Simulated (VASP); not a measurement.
A run of VASP 6.6.1:

Contents of INCAR:

```
PREC     = Accurate       # precision mode
ENCUT    = 600            # plane-wave cutoff, eV
EDIFF    = 1E-6           # SCF threshold, eV
ISMEAR   = 0              # smearing method
SIGMA    = 0.1            # smearing width, eV
LREAL    = False          # projectors in reciprocal space
LASPH    = True           # aspherical terms in the spheres
NELM     = 100            # most SCF steps
ALGO     = Normal         # electronic algorithm
ISIF     = 3              # what is computed and relaxed
LWAVE    = False          # write WAVECAR
LCHARG   = False          # write CHGCAR
GGA      = PE             # functional
IBRION   = 2              # ionic algorithm
NSW      = 90             # ionic steps
EDIFFG   = -0.04          # ionic threshold
```

The input KPOINTS:

```
Automatic mesh
0
Gamma
  4 4 4
```

POSCAR

```
TaSi3
1.0
    3.9015636000      0.0000000000      0.0000000000
    0.0000000000      3.9015636000      0.0000000000
    0.0000000000      0.0000000000      3.9015636000
Ta Si
1 3
Direct
    0.0000000000      0.0000000000      0.0000000000
    0.5000000000      0.0000000000      0.0000000000
    0.0000000000      0.5000000000      0.0000000000
    0.0000000000      0.0000000000      0.5000000000
```

Potentials or basis: VASP PAW PBE potentials, release 64 (Ta_pv, Si).

Launch:

```bash
$ cat potpaw_PBE.64/Ta_pv/POTCAR potpaw_PBE.64/Si/POTCAR > POTCAR
$ mpirun -np 1 vasp_std > vasp.out
```

Hardware: 1 thread of Intel(R) Xeon(R) 6975P-C (Granite Rapids), on a shared host.

**Question.** Estimate the wall time of this run.

**Answer.** It took 20 s on 1 thread of Intel(R) Xeon(R) 6975P-C (Granite Rapids), with other jobs on the host, peak memory 0.17 GiB. Counts: scf iterations 57, k points 10, ion steps 5.
